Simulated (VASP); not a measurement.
Write the native input for VASP 6.6.1 that does the following.

```
Task                   : single point
Functional             : PBE
Potentials or basis    : VASP PAW PBE potentials, release 64 (Si, N)
Cutoff                 : 520 eV
k mesh                 : 1 × 1 × 1, shifted
Occupations            : fermi-dirac, width 0.2482 eV
Spin                   : no spin polarisation
Dipole correction      : no
Mended                 : yes
Further INCAR settings : LREAL = Auto; ALGO = Normal; EDIFF = 1e-06; NBANDS = 64; ISYM = -1
```

The structure of Si3N4 lies in POSCAR:

```
Si3N4
1.0
    6.4521200000      0.2464290000      0.2758340000
    0.2464290000      6.2576870000      0.2386670000
    0.2758340000      0.2386670000      5.9735200000
Si N
9 12
Direct
    0.1366312409      0.6379952979      0.7182736535
    0.3908044343      0.9373659688      0.4859181062
    0.0317119810      0.2109615976      0.4796415155
    0.7722008917      0.6264776792      0.3288895310
    0.6986028062      0.1711634393      0.6466071142
    0.5039412215      0.5324172459      0.8196767484
    1.0955149379      0.2957671306      0.9825205036
    0.4201550501      0.0992660631      0.0910082193
    0.1170418979      0.8271268845      0.1201939515
    0.0890768408      0.3467958106      0.6731439525
   -0.0851269014      0.3435503563      0.2228340678
    0.6251322691      0.0206967270      0.4396822376
    1.0205601031      0.0458066408     -0.0159310941
    0.2687749422      0.1614557627      0.3229748239
    1.0092530862      0.7181029754      0.3943407240
    0.6536781745      0.5306598850      0.5889556462
    0.4297301556      0.8337127615      0.1744544404
    0.5913703402      0.6803388434      0.0604761552
    0.4507689170      0.2809886896      0.8905722052
    0.3483735082      0.7226829818      0.6894156481
    1.0348654839      0.6083255889      0.9853268543
```

The input as run:

INCAR

```
SYSTEM = Si3N4
  PREC = Accurate
  ENCUT = 520
  EDIFF = 1E-6
  ISMEAR = -1
  SIGMA = 0.2482
  LREAL = Auto
  LASPH = .TRUE.
  NELM = 120
  ALGO = Normal
  ISIF = 2
  LWAVE = .FALSE.
  LCHARG = .FALSE.
  GGA = PE
  NBANDS = 64
  ISYM = -1
  GGA_COMPAT = .FALSE.
```

KPOINTS

```
explicit points
1
Reciprocal
  0.25000000   0.25000000   0.25000000 1
```

Potentials or basis: VASP PAW PBE potentials, release 64 (Si, N).

Run with:

```sh
$ cat potpaw_PBE.64/Si/POTCAR potpaw_PBE.64/N/POTCAR > POTCAR
$ mpirun -np 1 vasp_std > vasp.out
```

Results of the run:

```json
{
 "Pressure": "8.7 GPa",
 "Largest force": "13.675 eV/Å"
}
```

Caveat: the atoms stand as in a frame of molecular dynamics.

Wall time 54 s on 1 thread of Intel(R) Xeon(R) Platinum 8488C (Sapphire Rapids) (shared host), peak memory 0.3 GiB.
